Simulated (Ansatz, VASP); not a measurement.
# InSe in VASP and in Ansatz

Contents of INCAR:

```
ALGO     = Normal         # electronic algorithm
DIPOL    = 0.5 0.5 0.412
EDIFF    = 1E-6           # SCF threshold, eV
ENCUT    = 400            # plane-wave cutoff, eV
GGA      = PE             # functional
GGA_COMPAT= F            
IDIPOL   = 3            
ISIF     = 2              # what is computed and relaxed
ISMEAR   = 0              # smearing method
IVDW     = 12             # dispersion correction
LASPH    = T              # aspherical terms in the spheres
LCHARG   = T              # write CHGCAR
LDIPOL   = T            
LELF     = T              # ELF
LREAL    = F              # projectors in reciprocal space
LVACPOTAV= T            
LVHAR    = T            
LWAVE    = F              # write WAVECAR
NBANDS   = 48             # bands
NELM     = 120            # most SCF steps
NELMDL   = -8           
PREC     = Accurate       # precision mode
SIGMA    = 0.05           # smearing width, eV
```

KPOINTS

```
k-points
0
Gamma
  9 9 1
```

Contents of POSCAR:

```
InSe
1.0
    4.0266103653      0.0000000000      0.0000000000
   -2.0133051827      3.4871468675      0.0000000000
    0.0000000000      0.0000000000     28.2707107737
Se In
4 4
Direct
    0.0000000000      0.0000000000      0.1591753400
    0.0000000000      0.0000000000      0.3496677344
    0.0000000000      0.2222222222      0.4738244996
    0.0000000000      0.2222222222      0.6643168940
    0.6666666667      0.3333333333      0.2049979902
    0.6666666667      0.3333333333      0.3038451596
    0.6666666667      0.5555555556      0.5196471499
    0.6666666667      0.5555555556      0.6184943192
```

Input for Ansatz:

```yaml
crystal:
  lattice:
    - [4.0266103653, 0.0, 0.0]
    - [-2.0133051827, 3.4871468675, 0.0]
    - [0.0, 0.0, 28.2707107737]
  atoms:
    - { symbol: Se, position: [0.0, 0.0, 0.15917534] }
    - { symbol: In, position: [0.6666666667, 0.3333333333, 0.2049979902] }
    - { symbol: In, position: [0.6666666667, 0.3333333333, 0.3038451596] }
    - { symbol: Se, position: [0.0, 0.0, 0.3496677344] }
    - { symbol: Se, position: [0.0, 0.2222222222, 0.4738244996] }
    - { symbol: In, position: [0.6666666667, 0.5555555556, 0.5196471499] }
    - { symbol: In, position: [0.6666666667, 0.5555555556, 0.6184943192] }
    - { symbol: Se, position: [0.0, 0.2222222222, 0.664316894] }
basis:
  ecutwfc: 420
kpoints:
  mp_grid: { grid: [9, 9, 1] }
hamiltonian:
  xc: pbe
  pseudopotentials: { kind: paw, azcp: { folder: soft_1 } }
  dispersion: d3bj
scf:
  occupations: { method: gaussian, width: 0.05 }
output:
  forces: true
  eigenvalues: true
efield:
  axis: 3
  dipole_correction: true
  ramp_width: 0.04
```

Alike in both runs: task single point; functional PBE; dispersion D3(BJ); k mesh 9 × 9 × 1; occupations gaussian, width 0.05 eV; no spin polarisation.

```csv
,VASP,Ansatz
version,VASP 6.6.1,Ansatz 0.2.0
potentials or method,"VASP PAW PBE potentials, release 64 (Se, In_d), cutoff 400 eV","scalar-relativistic, plane waves, PAW"
valence electrons in the cell,76,116
```

|  | VASP | Ansatz | Ansatz less VASP |
| --- | --- | --- | --- |
| gap on the k mesh at the Fermi level (eV) | 1.14 | 1.15 | +0.011 |
| least direct gap on the mesh (eV) | 1.19 | 1.20 | +0.009 |
| rms of the force components (eV/Å) | 0.015 | 0.015 | -0.0001 |

VASP's potentials hold 76 valence electrons a cell and Ansatz's 116, so a difference there can come from the potentials and not from the codes.
